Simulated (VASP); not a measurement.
# Te2Mo (R-3m) in VASP: further runs, part 3 of 3

VASP 6.6.1.

## (4) Relaxation of cell and atoms, PBE

INCAR reads:

```
SYSTEM = Te2Mo
PREC = Accurate
ENCUT = 600
EDIFF = 1E-6
ISMEAR = 0
SIGMA = 0.1
LREAL = .FALSE.
LASPH = .TRUE.
NELM = 100
ALGO = Normal
ISIF = 3
LWAVE = .FALSE.
LCHARG = .FALSE.
GGA = PE
IBRION = 2
NSW = 90
EDIFFG = -0.04
```

KPOINTS reads:

```
Automatic mesh
0
G
  3 3 3
  0 0 0
```

POSCAR reads:

```
Te2Mo
1.0
    3.3748007500      1.9484421200      4.6724267300
   -3.3748007500      1.9484421200      4.6724267300
    0.0000000000     -3.8968842400      4.6724267300
Te Mo
4 2
Direct
    0.0000000000      0.0000000000      0.5000000000
    0.5000000000      0.0000000000      0.0000000000
    0.0000000000      0.5000000000      0.0000000000
    0.5000000000      0.5000000000      0.5000000000
    0.9014204800      0.9014204800      0.9014204800
    0.0985795200      0.0985795200      0.0985795200
```

Potentials or basis: VASP PAW PBE potentials, release 64 (Te, Mo_sv).

On the command line:

```
$ cat potpaw_PBE.64/Te/POTCAR potpaw_PBE.64/Mo_sv/POTCAR > POTCAR
$ mpirun -np 1 vasp_std > vasp.out
```

OUTCAR:

```text
SYSTEM = Te2Mo
   PREC = Accurate
   ENCUT = 600
   EDIFF = 1E-6
   ISMEAR = 0
   LREAL = .FALSE.
   LASPH = .TRUE.
   NELM = 100
   ISIF = 3
   GGA = PE
   IBRION = 2
   NSW = 90
   EDIFFG = -0.04

 ion  position               nearest neighbor table
   1  0.000  0.000  0.500-   5 2.17   6 2.17   2 3.37   3 3.37   3 3.37   2 3.37   4 3.37   4 3.37

   2  0.500  0.000  0.000-   5 2.17   6 2.17   1 3.37   4 3.37   4 3.37   1 3.37   3 3.37   3 3.37

   3  0.000  0.500  0.000-   5 2.17   6 2.17   1 3.37   4 3.37   1 3.37   4 3.37   2 3.37   2 3.37

   4  0.500  0.500  0.500-   2 3.37   3 3.37   2 3.37   3 3.37   1 3.37   1 3.37
   5  0.901  0.901  0.901-   1 2.17   2 2.17   3 2.17   6 2.76
   6  0.099  0.099  0.099-   1 2.17   2 2.17   3 2.17   5 2.76

  LATTYP: Found a trigonal (rhomboedric) cell.
 ALAT       =     6.0841826357
 COS(alpha) =     0.3846505950

  Lattice vectors:

 A1 = (   3.3748007500,   1.9484421200,   4.6724267300)
 A2 = (  -3.3748007500,   1.9484421200,   4.6724267300)
 A3 = (   0.0000000000,  -3.8968842400,   4.6724267300)

Analysis of symmetry for initial positions (statically):
=====================================================================
 Subroutine PRICEL returns:
 Original cell was already a primitive cell.

 Routine SETGRP: Setting up the symmetry group for a
 trigonal (rhombohedral) supercell.

 Subroutine GETGRP returns: Found 12 space group operations
 (whereof 12 operations were pure point group operations)
 out of a pool of 12 trial point group operations.

The static configuration has the point symmetry D_3d.

Analysis of symmetry for dynamics (positions and initial velocities):
=====================================================================
 Subroutine PRICEL returns:
 Original cell was already a primitive cell.

 Routine SETGRP: Setting up the symmetry group for a
 trigonal (rhombohedral) supercell.

 Subroutine GETGRP returns: Found 12 space group operations
 (whereof 12 operations were pure point group operations)
 out of a pool of 12 trial point group operations.

The dynamic configuration has the point symmetry D_3d.

 Subroutine INISYM returns: Found 12 space group operations
 (whereof 12 operations are pure point group operations),
 and found     1 'primitive' translations

----------------------------------------------------------------------------------------

                                     Primitive cell

  volume of cell :     184.3442

  direct lattice vectors                    reciprocal lattice vectors
     3.374800750  1.948442120  4.672426730     0.148156895  0.085538423  0.071340516
    -3.374800750  1.948442120  4.672426730    -0.148156895  0.085538423  0.071340516
     0.000000000 -3.896884240  4.672426730     0.000000000 -0.171076846  0.071340516

  length of vectors
     6.084182636  6.084182636  6.084182634     0.185355757  0.185355757  0.185355757

  position of ions in fractional coordinates (direct lattice)
     0.000000000  0.000000000  0.500000000
     0.500000000  0.000000000  0.000000000
     0.000000000  0.500000000  0.000000000
     0.500000000  0.500000000  0.500000000
     0.901420480  0.901420480  0.901420480
     0.098579520  0.098579520  0.098579520

  ion indices of the primitive-cell ions
   primitive index   ion index
                 1           1
                 2           2
                 3           3
                 4           4
                 5           5
                 6           6

----------------------------------------------------------------------------------------

 KPOINTS: Automatic mesh

Automatic generation of k-mesh.
 Grid dimensions read from file:
 generate k-points for:    3    3    3

 Generating k-lattice:

  Cartesian coordinates                     Fractional coordinates (reciprocal lattice)
     0.049385632  0.028512808  0.023780172     0.333333333  0.000000000  0.000000000
    -0.049385632  0.028512808  0.023780172     0.000000000  0.333333333  0.000000000
     0.000000000 -0.057025615  0.023780172     0.000000000  0.000000000  0.333333333

  Length of vectors
     0.061785252  0.061785252  0.061785252

  Shift w.r.t. Gamma in fractional coordinates (k-lattice)
     0.000000000  0.000000000  0.000000000

 Subroutine IBZKPT returns following result:
 ===========================================

 Found      6 irreducible k-points:

 Following reciprocal coordinates:
            Coordinates               Weight
  0.000000  0.000000  0.000000      1.000000
  0.333333  0.000000  0.000000      6.000000
  0.333333  0.333333  0.000000      6.000000
 -0.333333  0.333333  0.000000      6.000000
  0.333333  0.333333  0.333333      2.000000
 -0.333333  0.333333  0.333333      6.000000
   k-points           NKPTS =      6   k-points in BZ     NKDIM =      6   number of bands    NBANDS=     31
   number of dos      NEDOS =    301   number of ions     NIONS =      6
   total plane-waves  NPLWV = 125000
   dimension x,y,z NGX =    50 NGY =   50 NGZ =   50
   dimension x,y,z NGXF=   100 NGYF=  100 NGZF=  100
   ions per type =               4   2
   NGX,Y,Z   is equivalent  to a cutoff of  13.66, 13.66, 13.66 a.u.
   NGXF,Y,Z  is equivalent  to a cutoff of  27.32, 27.32, 27.32 a.u.
 SYSTEM =  Te2Mo
   PREC   = accura    normal or accurate (medium, high low for compatibility)
   ISTART =      0    job   : 0-new  1-cont  2-samecut
   ICHARG =      2    charge: 1-file 2-atom 10-const
   ISPIN  =      1    spin polarized calculation?
   LNONCOLLINEAR =      F non collinear calculations
   LSORBIT =      F    spin-orbit coupling
   LASPH  =      T    aspherical Exc in radial PAW
   ENCUT  =  600.0 eV  44.10 Ry    6.64 a.u.  12.15 12.15 12.15*2*pi/ulx,y,z
   NELM   =    100;   NELMIN=  2; NELMDL= -5     # of ELM steps
   EDIFF  = 0.1E-05   stopping-criterion for ELM
   LREAL  =      F    real-space projection
   EDIFFG = -.4E-01   stopping-criterion for IOM
   NSW    =     90    number of steps for IOM
   IBRION =      2    ionic relax: 0-MD 1-quasi-New 2-CG
   NFREE  =      1    steps in history (QN), initial steepest desc. (CG)
   ISIF   =      3    stress and relaxation
   ISYM   =      2    0-nonsym 1-usesym 2-fastsym
   POTIM  = 0.5000    time-step for ionic-motion
   TEBEG  =    0.0;   TEEND  =   0.0 temperature during run
   PSTRESS=    0.0 pullay stress
   NELECT =      52.0000    total number of electrons
   NUPDOWN=      -1.0000    fix difference up-down
   EMIN   =  10.00;   EMAX   =-10.00  energy-range for DOS
   EFERMI =   0.00;   METHOD = LEGACY
   ISMEAR =     0;   SIGMA  =   0.10  broadening in eV -4-tet -1-fermi 0-gaus
   EFERMI_NEDOS =   21; number of points for ismear=-14 and -15
   IALGO  =     38    algorithm
   IMIX   =      4    mixing-type and parameters
     AMIX     =   0.40;   BMIX     =  1.00
     AMIX_MAG =   1.60;   BMIX_MAG =  1.00
  volume/ion in A,a.u.               =      30.72       207.34
  Fermi-wavevector in a.u.,A,eV,Ry     =   1.073658  2.028920 15.684013  1.152742
  Thomas-Fermi vector in A             =   2.209464
   LORBIT       =      0    0 simple, 1 ext, 2 COOP (PROOUT), +10 PAW based schemes
   GGA     = PE    functional components
   LHFCALC =     F    Hartree Fock is set to
   AEXX    =    0.0000 exact exchange contribution
   IVDW    =     0    specifies the selected vdW correction
   LEPSILON=     F    determine dielectric tensor
   LRPA    =     F    only Hartree local field effects (RPA)
 conjugate gradient relaxation of ions
 non-spin polarized calculation
 Gauss-broadening in eV      SIGMA  =   0.10
  energy-cutoff  :      600.00
  volume of cell :      184.34
 maximum number of plane-waves:      6193
 NGX is ok and might be reduce to    50
   NGX = 25   NGY = 25   NGZ = 25

--------------------------------------- Ionic step        1  -------------------------------------------

 number of electron      52.0000000 magnetization

 Free energy of the ion-electron system (eV)
  ---------------------------------------------------
  ext. energy  EPLUGINS =         0.00000000
  ---------------------------------------------------
  free energy    TOTEN  =       -20.71136747 eV

  energy without entropy =      -20.70294565  energy(sigma->0) =      -20.70715656

------------------------ aborting loop because EDIFF is reached ----------------------------------------

  FORCE on cell =-STRESS in cart. coord.  units (eV):
  Direction    XX          YY          ZZ          XY          YZ          ZX
  --------------------------------------------------------------------------------------
  -------------------------------------------------------------------------------------
  Total       55.7139442     55.7139441     22.9230482      0.0000000     -0.0000000     -0.0000000
  in kB      484.2226394    484.2226387    199.2294577      0.0000000     -0.0000000     -0.0000000
  external PRESSURE =     389.2249119 kB  Pullay stress =       0.0000000 kB
[... 526 lines left out ...]
     30       5.5973      0.00000
     31       5.7303      0.00000

[... ionic steps 4 to 25 ...]

--------------------------------------- Ionic step       26  -------------------------------------------

 number of electron      51.9999994 magnetization

------------------------ aborting loop because EDIFF is reached ----------------------------------------
[... 75 lines left out ...]
--------------------------------------- Ionic step       28  -------------------------------------------

 number of electron      51.9999994 magnetization

 Free energy of the ion-electron system (eV)
  ---------------------------------------------------
  ext. energy  EPLUGINS =         0.00000000
  ---------------------------------------------------
  free energy    TOTEN  =       -31.31146268 eV

  energy without entropy =      -31.29405713  energy(sigma->0) =      -31.30275991

 E-fermi :   5.6149     XC(G=0):  -9.2304

 val. band max:        5.5612202174   @ k =   0.3333   0.3333   0.0000
 cond. band min:       5.7962691650   @ k =  -0.3333   0.3333   0.0000
 fundamental gap:      0.2350489476
 Fermi energy:         5.6149123945
[... 235 lines left out ...]
  FREE ENERGIE OF THE ION-ELECTRON SYSTEM (eV)
  ---------------------------------------------------
  free  energy   TOTEN  =       -31.3114626763 eV

  energy  without entropy=      -31.2940571340  energy(sigma->0) =      -31.30275991

 reached required accuracy - stopping structural energy minimisation
```

Run time: 23 min. Hardware: 1 thread of Intel Xeon Platinum 8259CL at 2.50GHz (Skylake/Cascade Lake), shared host; peak memory 0.38 GiB.

Results:

```
Free energy                            : -31.3115 eV
Relaxed volume                         : 31.61 Å³/atom
Relaxed cell                           : a = 5.872 Å, b = 5.872 Å, c = 5.872 Å, α = 100.99°, β = 100.99°, γ = 100.99°
Space group after relaxing (to 0.05 Å) : R-3m (No. 166)
Energy gained by relaxing              : 1766.7 meV/atom
Ionic steps                            : 28
Pressure after relaxing                : 0.0 GPa
Band gap on the k mesh                 : zero (band 26 reaches 5.88 eV, above the bottom of band 27 at 5.48 eV)
```

The path:
| step | energy change (eV) | largest force (eV/Å) | pressure (GPa) | volume (Å³) |
| --- | --- | --- | --- | --- |
| 1 | 0.0000 | 13.2230 | 38.92 | 184.34 |
| 2 | -0.4529 | 14.9417 | -0.42 | 457.73 |
| 3 | -8.1484 | 1.0763 | -3.63 | 275.69 |
| 4 | -8.4000 | 0.8202 | -2.69 | 265.33 |
| 5 | -8.5735 | 0.2932 | 0.79 | 243.04 |
| 6 | -8.5929 | 0.1123 | -0.41 | 249.14 |
| 7 | -8.5938 | 0.0259 | -0.15 | 247.72 |
| 8 | -8.6183 | 0.1615 | 0.16 | 246.14 |
| 9 | -8.6374 | 0.4624 | 0.73 | 243.36 |
| 10 | -8.6535 | 0.4567 | 0.52 | 244.53 |
| 11 | -8.6888 | 0.4334 | -0.08 | 247.96 |
| 12 | -8.7089 | 0.3478 | -1.21 | 254.47 |
| 13 | -8.7093 | 0.3778 | -0.94 | 252.92 |
| 14 | -8.7237 | 0.2958 | -0.89 | 252.42 |
| 15 | -8.7631 | 0.0701 | -0.80 | 250.76 |
| 16 | -8.8718 | 0.2891 | -0.87 | 246.66 |
| 17 | -9.2650 | 0.3307 | -2.04 | 235.22 |
| 18 | -10.4256 | 0.9395 | -1.87 | 198.21 |
| 19 | -10.2590 | 1.1725 | -3.04 | 209.15 |
| 20 | -10.4121 | 1.2288 | -2.18 | 200.78 |
| 21 | -10.1602 | 0.4209 | 7.01 | 172.90 |
| 22 | -10.5989 | 0.0952 | 0.08 | 189.45 |
| 23 | -10.5992 | 0.0662 | 0.19 | 189.07 |
| 24 | -10.5991 | 0.0492 | 0.25 | 188.84 |
| 25 | -10.5960 | 0.2300 | -0.50 | 190.84 |
| 26 | -10.5999 | 0.0429 | 0.01 | 189.45 |
| 27 | -10.5999 | 0.0406 | 0.02 | 189.44 |
| 28 | -10.6001 | 0.0020 | 0.00 | 189.66 |

Final structure:
```xyz
6
Lattice="4.5312 2.6161 2.6666 -4.5312 2.6161 2.6666 0.0000 -5.2321 2.6666" Properties=species:S:1:pos:R:3 pbc="T T T"
Te    0.0000   -2.6161    1.3333
Te    2.2656    1.3080    1.3333
Te   -2.2656    1.3080    1.3333
Te    0.0000    0.0000    3.9999
Mo    0.0000    0.0000    6.8515
Mo    0.0000    0.0000    1.1484
```

Levels at points of the mesh, in eV from the Fermi level:
```
           k point  band 22  band 23  band 24  band 25  band 26  band 27  band 28  band 29  band 30  band 31
(0.00, 0.00, 0.00)    -2.03    -1.11    -1.11    -0.71    -0.71     0.54     0.78     0.78     0.97     0.97
```

Caveat: the k points lie up to 0.37 Å⁻¹ apart in the final cell; spin-orbit coupling is left out, which moves the levels of the heavy elements.

## (5) The runs side by side

| task | cell | cutoff (eV) | gap on the mesh (eV) | pressure (GPa) | largest force (eV/Å) |
| --- | --- | --- | --- | --- | --- |
| single point | a = 6.084 Å, angles 67.4°, 6 atoms | 520 | none | 38.9 | 13.22 |
| single point | a = 5.879 Å, angles 101.1°, 6 atoms | 520 | none | 0.1 | 0.12 |
| relaxation of cell and atoms | relaxed from a = 6.084 Å, angles 67.4°, 6 atoms | 600 | none | 0.0 | - |

Alike in all rows: level PBE; potentials or basis VASP PAW PBE potentials, release 64 (Te, Mo_sv); no spin polarisation; k mesh 3 × 3 × 3; smearing gaussian 0.1 eV.

Caveats: all runs use coarse meshes; spin-orbit coupling is left out, which moves the levels of the heavy elements; forces of over 1 eV/Å act on the atoms, so gaps and moduli don't describe the material at rest (some runs).

Total energies depend on the potentials used, so only differences within one code and one set of settings carry meaning.
